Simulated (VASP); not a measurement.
ZnSe: single point with LDA

Crystal: ZnSe.

```xyz
2
Lattice="0.0000 2.8052 2.8052 2.8052 0.0000 2.8052 2.8052 2.8052 0.0000" Properties=species:S:1:pos:R:3 pbc="T T T"
Zn    0.0000    0.0000    0.0000
Se    4.2078    4.2078    4.2078
```

This cell differs from its parent crystal: volume scaled by 0.97.

| Quantity | Value |
| --- | --- |
| Program | VASP 6.6.1 |
| Task | single point |
| Functional | LDA |
| Potentials or basis | VASP PAW LDA potentials, release 64 (Zn, Se) |
| Cutoff | 520 eV |
| k mesh | 8 × 8 × 8 |
| Occupations | fermi-dirac, width 0.03 eV |
| Spin | no spin polarisation |
| Dipole correction | no |
| Further INCAR settings | ALGO = Normal; EDIFF = 1e-06; NBANDS = 16 |

| Item | Value |
| --- | --- |
| Pressure | -1.2 GPa |
| Band gap on the k mesh | 1.19 eV, direct |

Levels at points of the mesh, in eV from the valence-band top:
```csv
k point,band 6,band 7,band 8,band 9,band 10,band 11,band 12,band 13
"(0.00, 0.00, 0.00)",-6.41,0.00,0.00,0.00,1.19,5.69,5.69,5.69
"(0.50, 0.00, 0.00)",-6.23,-5.49,-0.92,-0.92,2.42,6.28,6.28,8.43
"(0.50, 0.50, 0.00)",-6.21,-4.96,-2.32,-2.32,2.74,3.32,10.75,11.30
```

It took 13 s on 1 thread of Intel(R) Xeon(R) Platinum 8559C (Emerald Rapids), with other jobs on the host, peak memory 0.15 GiB.
